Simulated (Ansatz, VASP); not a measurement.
KZnF3: VASP beside Ansatz

```xyz
5
Lattice="4.0500 0.0253 0.0000 0.0253 4.0500 0.0000 0.0000 0.0000 4.0500" Properties=species:S:1:pos:R:3 pbc="T T T"
K     0.0000    0.0000    0.0000
Zn    2.0377    2.0377    2.0250
F     2.0377    2.0377    0.0000
F     0.0127    2.0250    2.0250
F     2.0250    0.0127    2.0250
```

Change from the starting cell: strain +0.0125 x Voigt [0, 0, 0, 0, 0, 1], atoms carried along.

Alike in both runs: task single point; functional r2SCAN; k mesh 6 × 6 × 6; occupations gaussian, width 0.05 eV; no spin polarisation.

```csv
,VASP,Ansatz
version,VASP 6.6.1,Ansatz 0.2.0
potentials or method,"VASP PAW PBE potentials, release 64 (K_sv, Zn, F), cutoff 520 eV","scalar-relativistic, plane waves, PAW"
valence electrons in the cell,42,42
```

|  | VASP | Ansatz | Ansatz less VASP |
| --- | --- | --- | --- |
| gap on the k mesh at the Fermi level (eV) | 4.58 | 4.63 | +0.051 |
| least direct gap on the mesh (eV) | 6.54 | 6.56 | +0.024 |
| pressure (GPa) | 0.0 | -0.2 | -0.26 |
| traceless stress, the component that is largest in VASP (GPa) | -0.47 | -0.46 | +0.011 |

VASP's potentials were made for PBE, not for r2SCAN. The functional is the same, so the differences come from potentials, cutoffs and numerics.
